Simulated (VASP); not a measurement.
A run of VASP 6.6.1 is set up as follows.

Contents of POSCAR:

```
MgI2
1.0
    0.0000000000      3.7557205887      3.7557205887
    3.7557205887      0.0000000000      3.7557205887
    3.7557205887      3.7557205887      0.0000000000
Mg I
1 2
Direct
    0.0000000000      0.0000000000      0.0000000000
    0.2500000000      0.2500000000      0.2500000000
    0.7500000000      0.7500000000      0.7500000000
```

Contents of INCAR.step1:

```
SYSTEM = MgI2
ALGO = Normal ; EDIFF = 1E-4
ENCUT = 520 ; GGA = PE
ISMEAR = 0 ; LASPH = .True.
LCHARG = .False. ; LREAL = .False.
LWAVE = .True. ; NBANDS = 15
NELM = 80 ; PREC = Accurate
SIGMA = 0.01
```

INCAR.step2

```
SYSTEM = MgI2
ALGO = Normal ; EDIFF = 1E-6
ENCUT = 520 ; ISIF = 2
ISMEAR = 0 ; ISTART = 1
LASPH = .True. ; LCHARG = .False.
LMIXTAU = .True. ; LREAL = .False.
LWAVE = .False. ; METAGGA = R2SCAN
NBANDS = 15 ; NELM = 80
PREC = Accurate ; SIGMA = 0.01
```

File KPOINTS:

```
k-points
0
Gamma
  6 6 6
  0 0 0
```

Potentials or basis: VASP PAW PBE potentials, release 64 (Mg, I).

Run with:

```console
$ cat potpaw_PBE.64/Mg/POTCAR potpaw_PBE.64/I/POTCAR > POTCAR
$ cp INCAR.step1 INCAR
$ mpirun -np 1 vasp_std > vasp.out
$ cp INCAR.step2 INCAR
$ mpirun -np 1 vasp_std > vasp.out
```

What does it give for the pressure?

-0.1 GPa.

Predict the band gap on the k mesh.

1.29 eV, indirect (least direct gap 1.51 eV).

Caveat: the PAW data sets were made with another functional, which shifts forces and pressure a little; spin-orbit coupling is left out, which moves the levels of the heavy elements. r2SCAN opens gaps a little over a GGA but as a rule still falls short of measured ones.
